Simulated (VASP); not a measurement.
# IrO2 (P4_2/mnm) in VASP: single point with PBE

Aim: the single point of IrO2 with PBE.

All numbers are computed with VASP 6.6.1; they aren't measurements. Logs are shortened: lines on timing, memory, paths and dates and some standing lists are left out, and cuts for length are marked.

**1. The cell of the first run**

The structure is tetragonal, space group P4_2/mnm (No. 136). Conventional cell: a = 4.497 Å, b = 4.497 Å, c = 3.169 Å, α = 90.00°, β = 90.00°, γ = 90.00°. Within 2.6 Å of Ir (site symmetry mmm) lie 6 O at 1.96 to 2.00 Å. O (site symmetry m2m) has 3 Ir at 1.96 to 2.00 Å and 1 O at 2.44 Å within 2.6 Å.

**2. Single point, PBE**

INCAR

```
PREC = Accurate ; ENCUT = 600
EDIFF = 1E-6 ; ISMEAR = -1
SIGMA = 0.05 ; LREAL = False
LASPH = True ; NELM = 120
ALGO = Normal ; ISIF = 2
LWAVE = False ; LCHARG = True
GGA = PE ; LELF = True
LVHAR = True ; NBANDS = 102
GGA_COMPAT = False
```

KPOINTS

```
regular mesh
0
Gamma
  6 6 6
```

POSCAR

```
IrO2
1.0
   -4.4974886579      4.4974886579      3.1692999839
    4.4974886579     -4.4974886579      3.1692999839
    4.4974886579      4.4974886579     -3.1692999839
Ir O
8 16
Direct
    0.0000000000      0.0000000000      0.0000000000
    0.5000000000      0.5000000000      0.5000000000
    0.5000000000      0.5000000000      0.0000000000
    0.0000000000      0.0000000000      0.5000000000
    0.5000000000      0.0000000000      0.5000000000
    0.0000000000      0.5000000000      0.0000000000
    0.0000000000      0.5000000000      0.5000000000
    0.5000000000      0.0000000000      0.0000000000
    0.1542069471      0.1542069471      0.3084138941
    0.6542069471      0.3457930529      0.5000000000
    0.3457930529      0.3457930529      0.6915861059
    0.3457930529      0.6542069471      0.5000000000
    0.6542069471      0.6542069471      0.3084138941
    0.1542069471      0.8457930529      0.5000000000
    0.8457930529      0.8457930529      0.6915861059
    0.8457930529      0.1542069471      0.5000000000
    0.6542069471      0.1542069471      0.8084138941
    0.1542069471      0.3457930529      0.0000000000
    0.8457930529      0.3457930529      0.1915861059
    0.8457930529      0.6542069471      0.0000000000
    0.1542069471      0.6542069471      0.8084138941
    0.6542069471      0.8457930529      0.0000000000
    0.3457930529      0.8457930529      0.1915861059
    0.3457930529      0.1542069471      0.0000000000
```

Potentials or basis: VASP PAW PBE potentials, release 64 (Ir, O).

Started as:

```sh
> cat potpaw_PBE.64/Ir/POTCAR potpaw_PBE.64/O/POTCAR > POTCAR
> mpirun -np 1 vasp_std > vasp.out
```

OUTCAR:

```text
PREC = Accurate
   ENCUT = 600
   EDIFF = 1E-6
   ISMEAR = -1
   LREAL = False
   LASPH = True
   NELM = 120
   ISIF = 2
   GGA = PE

 ion  position               nearest neighbor table
   1  0.000  0.000  0.000-   9 1.96  15 1.96  18 2.00  20 2.00  22 2.00  24 2.00   3 3.17   3 3.17

   2  0.500  0.500  0.500-  10 1.96  12 1.96   9 2.00  15 2.00  13 2.00  11 2.00   4 3.17   4 3.17

   3  0.500  0.500  0.000-  11 1.96  13 1.96  18 2.00  20 2.00  22 2.00  24 2.00   1 3.17   1 3.17

   4  0.000  0.000  0.500-  14 1.96  16 1.96  11 2.00  13 2.00  15 2.00   9 2.00   2 3.17   2 3.17

   5  0.500  0.000  0.500-  17 1.96  23 1.96  14 2.00  16 2.00  10 2.00  12 2.00   7 3.17   7 3.17

   6  0.000  0.500  0.000-  18 1.96  20 1.96  17 2.00  23 2.00  21 2.00  19 2.00   8 3.17   8 3.17

   7  0.000  0.500  0.500-  19 1.96  21 1.96  14 2.00  16 2.00  10 2.00  12 2.00   5 3.17   5 3.17

   8  0.500  0.000  0.000-  22 1.96  24 1.96  19 2.00  21 2.00  23 2.00  17 2.00   6 3.17   6 3.17

   9  0.154  0.154  0.308-   1 1.96   2 2.00   4 2.00
  10  0.654  0.346  0.500-   2 1.96   5 2.00   7 2.00
  11  0.346  0.346  0.692-   3 1.96   4 2.00   2 2.00
  12  0.346  0.654  0.500-   2 1.96   5 2.00   7 2.00
  13  0.654  0.654  0.308-   3 1.96   4 2.00   2 2.00
  14  0.154  0.846  0.500-   4 1.96   5 2.00   7 2.00
[... 8 lines left out ...]
  23  0.346  0.846  0.192-   5 1.96   6 2.00   8 2.00
  24  0.346  0.154  0.000-   8 1.96   3 2.00   1 2.00

  LATTYP: Found a body centered tetragonal cell.
 ALAT       =     8.9949773158
 C/A-ratio  =     0.7046821515

  Lattice vectors:

 A1 = (  -4.4974886579,   4.4974886579,   3.1692999839)
 A2 = (   4.4974886579,  -4.4974886579,   3.1692999839)
 A3 = (   4.4974886579,   4.4974886579,  -3.1692999839)

Analysis of symmetry for initial positions (statically):
=====================================================================
 Subroutine PRICEL returns following result:

  LATTYP: Found a simple tetragonal cell.
 ALAT       =     4.4974886579
 C/A-ratio  =     0.7046821515

  Lattice vectors:

 A1 = (   0.0000000000,   4.4974886579,   0.0000000000)
 A2 = (   4.4974886579,   0.0000000000,   0.0000000000)
 A3 = (   0.0000000000,   0.0000000000,  -3.1692999839)

   4 primitive cells build up your supercell.

 Routine SETGRP: Setting up the symmetry group for a
 body centered tetragonal supercell.

 Subroutine GETGRP returns: Found 16 space group operations
 (whereof  8 operations were pure point group operations)
 out of a pool of 16 trial point group operations.

The static configuration has the point symmetry D_2h.
 The point group associated with its full space group is D_4h.

Analysis of symmetry for dynamics (positions and initial velocities):
=====================================================================
 Subroutine PRICEL returns following result:

  LATTYP: Found a simple tetragonal cell.
 ALAT       =     4.4974886579
 C/A-ratio  =     0.7046821515

  Lattice vectors:

 A1 = (   0.0000000000,   4.4974886579,   0.0000000000)
 A2 = (   4.4974886579,   0.0000000000,   0.0000000000)
 A3 = (   0.0000000000,   0.0000000000,  -3.1692999839)

   4 primitive cells build up your supercell.

 Routine SETGRP: Setting up the symmetry group for a
 body centered tetragonal supercell.

 Subroutine GETGRP returns: Found 16 space group operations
 (whereof  8 operations were pure point group operations)
 out of a pool of 16 trial point group operations.

The dynamic configuration has the point symmetry D_2h.
 The point group associated with its full space group is D_4h.

 Subroutine INISYM returns: Found 16 space group operations
 (whereof  8 operations are pure point group operations),
 and found     4 'primitive' translations

----------------------------------------------------------------------------------------

                                     Primitive cell

  volume of cell :      64.1067

  direct lattice vectors                    reciprocal lattice vectors
     0.000000000  4.497488658  0.000000000     0.000000000  0.222346308  0.000000000
     4.497488658  0.000000000  0.000000000     0.222346308  0.000000000  0.000000000
     0.000000000  0.000000000 -3.169299984     0.000000000  0.000000000 -0.315527090

  length of vectors
     4.497488658  4.497488658  3.169299984     0.222346308  0.222346308  0.315527090

  position of ions in fractional coordinates (direct lattice)
     0.000000000  0.000000000  0.000000000
     0.500000000  0.500000000  0.500000000
     0.308413894  0.308413894  1.000000000
     0.808413894  0.191586106  0.500000000
     0.691586106  0.691586106  0.000000000
     0.191586106  0.808413894  0.500000000

  ion indices of the primitive-cell ions
   primitive index   ion index
                 1           1
                 2           8
                 3           9
                 4          22
                 5          15
                 6          24

----------------------------------------------------------------------------------------

 KPOINTS: regular mesh

Automatic generation of k-mesh.
 Grid dimensions read from file:
 generate k-points for:    6    6    6

 Generating k-lattice:

  Cartesian coordinates                     Fractional coordinates (reciprocal lattice)
     0.000000000  0.018528859  0.026293924     0.166666667 -0.000000000  0.000000000
     0.018528859  0.000000000  0.026293924    -0.000000000  0.166666667  0.000000000
     0.018528859  0.018528859  0.000000000     0.000000000  0.000000000  0.166666667

  Length of vectors
     0.032166583  0.032166583  0.026203764

  Shift w.r.t. Gamma in fractional coordinates (k-lattice)
     0.000000000  0.000000000  0.000000000

 Subroutine IBZKPT returns following result:
 ===========================================

 Found     30 irreducible k-points:

 Following reciprocal coordinates:
            Coordinates               Weight
  0.000000  0.000000  0.000000      1.000000
  0.166667  0.000000 -0.000000      8.000000
  0.333333  0.000000 -0.000000      8.000000
  0.500000  0.000000 -0.000000      4.000000
  0.166667  0.166667 -0.000000      8.000000
  0.333333  0.166667 -0.000000     16.000000
[... 16 lines left out ...]
 -0.333333 -0.333333  0.166667      8.000000
 -0.166667 -0.333333  0.166667      8.000000
 [... further k-points ...]
   k-points           NKPTS =     30   k-points in BZ     NKDIM =     30   number of bands    NBANDS=    102
   number of dos      NEDOS =    301   number of ions     NIONS =     24
   total plane-waves  NPLWV = 216000
   dimension x,y,z NGX =    60 NGY =   60 NGZ =   60
   dimension x,y,z NGXF=   120 NGYF=  120 NGZF=  120
   ions per type =               8  16
   NGX,Y,Z   is equivalent  to a cutoff of  14.04, 14.04, 14.04 a.u.
   NGXF,Y,Z  is equivalent  to a cutoff of  28.07, 28.07, 28.07 a.u.
 SYSTEM =  unknown system
   PREC   = accura    normal or accurate (medium, high low for compatibility)
   ISTART =      0    job   : 0-new  1-cont  2-samecut
   ICHARG =      2    charge: 1-file 2-atom 10-const
   ISPIN  =      1    spin polarized calculation?
   LNONCOLLINEAR =      F non collinear calculations
   LSORBIT =      F    spin-orbit coupling
   LASPH  =      T    aspherical Exc in radial PAW
   ENCUT  =  600.0 eV  44.10 Ry    6.64 a.u.  14.19 14.19 14.19*2*pi/ulx,y,z
   NELM   =    120;   NELMIN=  2; NELMDL= -5     # of ELM steps
   EDIFF  = 0.1E-05   stopping-criterion for ELM
   LREAL  =      F    real-space projection
   EDIFFG = 0.1E-04   stopping-criterion for IOM
   NSW    =      0    number of steps for IOM
   IBRION =     -1    ionic relax: 0-MD 1-quasi-New 2-CG
   NFREE  =      0    steps in history (QN), initial steepest desc. (CG)
   ISIF   =      2    stress and relaxation
   ISYM   =      2    0-nonsym 1-usesym 2-fastsym
   POTIM  = 0.5000    time-step for ionic-motion
   TEBEG  =    0.0;   TEEND  =   0.0 temperature during run
   PSTRESS=    0.0 pullay stress
   NELECT =     168.0000    total number of electrons
   NUPDOWN=      -1.0000    fix difference up-down
   EMIN   =  10.00;   EMAX   =-10.00  energy-range for DOS
   EFERMI =   0.00;   METHOD = LEGACY
   ISMEAR =    -1;   SIGMA  =   0.05  broadening in eV -4-tet -1-fermi 0-gaus
   EFERMI_NEDOS =   21; number of points for ismear=-14 and -15
   IALGO  =     38    algorithm
   IMIX   =      4    mixing-type and parameters
     AMIX     =   0.40;   BMIX     =  1.00
     AMIX_MAG =   1.60;   BMIX_MAG =  1.00
  volume/ion in A,a.u.               =      10.68        72.10
  Fermi-wavevector in a.u.,A,eV,Ry     =   1.421860  2.686925 27.506696  2.021685
  Thomas-Fermi vector in A             =   2.542625
   LORBIT       =      0    0 simple, 1 ext, 2 COOP (PROOUT), +10 PAW based schemes
   GGA     = PE    functional components
   LHFCALC =     F    Hartree Fock is set to
   AEXX    =    0.0000 exact exchange contribution
   IVDW    =     0    specifies the selected vdW correction
   LEPSILON=     F    determine dielectric tensor
   LRPA    =     F    only Hartree local field effects (RPA)
 non-spin polarized calculation
  energy-cutoff  :      600.00
  volume of cell :      256.43
 maximum number of plane-waves:      8602
 NGX is ok and might be reduce to    60
   NGX = 29   NGY = 29   NGZ = 29

 number of electron     168.0000010 magnetization

 Free energy of the ion-electron system (eV)
  ---------------------------------------------------
  ext. energy  EPLUGINS =         0.00000000
  ---------------------------------------------------
  free energy    TOTEN  =      -168.99744338 eV

  energy without entropy =     -168.90320352  energy(sigma->0) =     -168.95032345

 E-fermi :   6.1819     XC(G=0): -11.9999

 val. band max:        6.1729812989   @ k =  -0.3333   0.5000   0.1667
 cond. band min:       6.1912656626   @ k =  -0.3333   0.3333   0.0000
 fundamental gap:      0.0182843637
 Fermi energy:         6.1819342471

 k-point     1 :       0.0000    0.0000    0.0000
  band No.  band energies     occupation
      1     -15.0383      2.00000
      2     -14.3465      2.00000
      3     -14.3465      2.00000
      4     -13.8380      2.00000
      5     -13.7376      2.00000
      6     -13.7376      2.00000
[... 88 lines left out ...]
     95       8.6815      0.00000
     96      10.3118      0.00000

 k-point     2 :       0.1667    0.0000   -0.0000
  band No.  band energies     occupation
      1     -14.9467      2.00000
      2     -14.2864      2.00000
      3     -14.2864      2.00000
      4     -13.7977      2.00000
      5     -13.7654      2.00000
      6     -13.7172      2.00000
[... 2167 lines left out ...]
     95       8.7830      0.00000
     96       8.8986      0.00000

 k-point    24 :      -0.1667   -0.3333    0.1667
  band No.  band energies     occupation
      1     -14.4916      2.00000
      2     -14.0181      2.00000
      3     -13.9387      2.00000
      4     -13.9387      2.00000
      5     -13.8451      2.00000
      6     -13.8451      2.00000
[... 88 lines left out ...]
     95       9.0166      0.00000
     96       9.0592      0.00000

 [... further k-points ...]

 [bands above 96 left out]

------------------------ aborting loop because EDIFF is reached ----------------------------------------

  FORCE on cell =-STRESS in cart. coord.  units (eV):
  Direction    XX          YY          ZZ          XY          YZ          ZX
  --------------------------------------------------------------------------------------
  -------------------------------------------------------------------------------------
  Total       10.8932125     10.8932125     12.1728050      0.0000000      0.0000000      0.0000000
  in kB       68.0617424     68.0617424     76.0567482      0.0000000      0.0000000      0.0000000
  external PRESSURE =      70.7267444 kB  Pullay stress =       0.0000000 kB

 VOLUME and BASIS-vectors are now :
 -----------------------------------------------------------------------------
  energy-cutoff  :      600.00
  volume of cell :      256.43
      direct lattice vectors                 reciprocal lattice vectors
    -4.497488658  4.497488658  3.169299984     0.000000000  0.111173154  0.157763545
     4.497488658 -4.497488658  3.169299984     0.111173154  0.000000000  0.157763545
     4.497488658  4.497488658 -3.169299984     0.111173154  0.111173154  0.000000000

 POSITION                                       TOTAL-FORCE (eV/Angst)
 -----------------------------------------------------------------------------------
      0.00000      0.00000      0.00000         0.000000      0.000000     -0.000000
      2.24874      2.24874      1.58465         0.000000      0.000000     -0.000000
      0.00000      0.00000      3.16930         0.000000      0.000000     -0.000000
      2.24874      2.24874     -1.58465         0.000000      0.000000     -0.000000
      0.00000      4.49749      0.00000         0.000000      0.000000     -0.000000
      2.24874     -2.24874      1.58465         0.000000      0.000000     -0.000000
[... 16 lines left out ...]
      3.11040     -1.38709      3.16930        -0.022229     -0.022229     -0.000000
     -0.86166      0.86166      1.58465         0.022229     -0.022229     -0.000000
 -----------------------------------------------------------------------------------
    total drift:                               -0.000000     -0.000000      0.000000

  FREE ENERGIE OF THE ION-ELECTRON SYSTEM (eV)
  ---------------------------------------------------
  free  energy   TOTEN  =      -168.9974433803 eV

  energy  without entropy=     -168.9032035234  energy(sigma->0) =     -168.95032345
```

Wall time 56 min (1 thread of Intel Xeon 8259CL, shared host); peak memory 0.89 GiB.

Results:

| Quantity | Value |
| --- | --- |
| Free energy | -168.9974 eV |
| Pressure | 7.1 GPa |
| Largest force | 0.031 eV/Å |
| Band gap on the k mesh | zero (bands 84 and 85 overlap by 0.83 eV) |

Forces in eV/Å, atoms in the order of the input:
```
Ir   0.000  0.000  0.000
Ir   0.000  0.000  0.000
Ir   0.000  0.000  0.000
Ir   0.000  0.000  0.000
Ir   0.000  0.000  0.000
Ir   0.000  0.000  0.000
Ir   0.000  0.000  0.000
Ir   0.000  0.000  0.000
O    0.022  0.022  0.000
O   -0.022  0.022  0.000
O   -0.022 -0.022  0.000
O    0.022 -0.022  0.000
O    0.022  0.022  0.000
O   -0.022  0.022  0.000
O   -0.022 -0.022  0.000
O    0.022 -0.022  0.000
O    0.022  0.022  0.000
O   -0.022  0.022  0.000
O   -0.022 -0.022  0.000
O    0.022 -0.022  0.000
O    0.022  0.022  0.000
O   -0.022  0.022  0.000
O   -0.022 -0.022  0.000
O    0.022 -0.022  0.000
```

Stress tensor (GPa, compression positive):
```
6.81 0.00 0.00
0.00 6.81 0.00
0.00 0.00 7.61
```

Levels at points of the mesh, in eV from the Fermi level:
```tsv
k point	band 81	band 82	band 83	band 84	band 85	band 86	band 87	band 88
(0.00, 0.00, 0.00)	-1.80	0.19	0.19	0.52	0.52	0.52	0.52	0.75
(0.50, 0.00, 0.00)	-0.44	-0.44	-0.23	-0.23	-0.23	-0.23	0.36	0.36
(0.50, 0.50, 0.00)	-0.84	-0.84	-0.38	-0.38	0.57	0.57	0.68	0.68
(0.50, 0.50, 0.50)	-0.49	-0.49	-0.31	-0.31	-0.31	-0.31	0.25	0.25
```

Caveat: the cell stands under pressure; spin-orbit coupling is left out, which moves the levels of the heavy elements.
